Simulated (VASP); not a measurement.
The system is AlGa3Ru.

```
Al Ga Ru
1.0
     4.09215    0.00000    0.00000
     0.00000    4.09215    0.00000
     0.00000    0.00000    4.14343
Al Ga Ru
1 3 1
Direct
  0.00000 0.00000 0.00000
  0.50000 0.50000 0.97500
  0.00000 0.50000 0.48500
  0.50000 0.00000 0.48500
  0.50000 0.50000 0.51500
```

| Property | Result |
| --- | --- |
| Program | VASP 6.6.1 |
| Task | relaxation of cell and atoms |
| Functional | PBE |
| Potentials or basis | VASP PAW PBE potentials, release 64 (Al, Ga_d, Ru_pv) |
| Cutoff | 600 eV |
| k mesh | 4 × 4 × 4 |
| Occupations | gaussian, width 0.1 eV |
| Spin | no spin polarisation |

At the start: pressure 97.4 GPa; volume 13.88 Å³/atom.

Question: How do energy, volume and symmetry change on relaxing?

Answer: Over 19 steps the energy falls by 1780.4 meV/atom and the volume is 22.10 Å³/atom (+59.2 %); space group P4mm (No. 99, to 0.1 Å) before, Pm-3m (No. 221, to 0.1 Å).

The path:
```tsv
step	energy change (eV)	largest force (eV/Å)	pressure (GPa)	volume (Å³)
1	0.0000	11.8861	97.39	69.38
2	2.2605	29.4553	5.95	193.21
3	-2.5156	20.5689	3.80	154.92
4	-4.7937	16.3974	4.34	133.86
5	-6.6804	11.7772	19.99	98.12
6	-6.1950	0.8154	-9.55	162.03
7	-7.3689	0.6906	-9.37	143.72
8	-8.1074	0.5348	-7.97	131.72
9	-8.7616	0.8985	-1.58	114.12
10	-8.7625	1.0955	-0.93	113.00
11	-8.7631	1.0340	-1.09	113.31
12	-8.8706	0.6343	0.09	110.66
13	-8.8872	0.2615	0.98	109.24
14	-8.8942	0.1908	-0.09	110.77
15	-8.8942	0.1765	-0.04	110.69
16	-8.8966	0.1039	-0.15	110.86
17	-8.8990	0.1504	-0.35	111.23
18	-8.9008	0.1009	-0.19	110.93
19	-8.9020	0.0290	0.10	110.49
```

Final structure:
```
Al Ga Ru
1.0
     4.79606    0.00000    0.00000
     0.00000    4.79606    0.00000
     0.00000    0.00000    4.80340
Al Ga Ru
1 3 1
Direct
  0.00000 0.00000 0.99114
  0.50000 0.50000 0.99371
  0.00000 0.50000 0.49082
  0.50000 0.00000 0.49082
  0.50000 0.50000 0.49351
```

Caveat: the k points lie up to 0.33 Å⁻¹ apart in the final cell, too coarse for converged energies and pressures of a metal; the volume moved by over 15 % at a fixed basis, so the end points are rough.
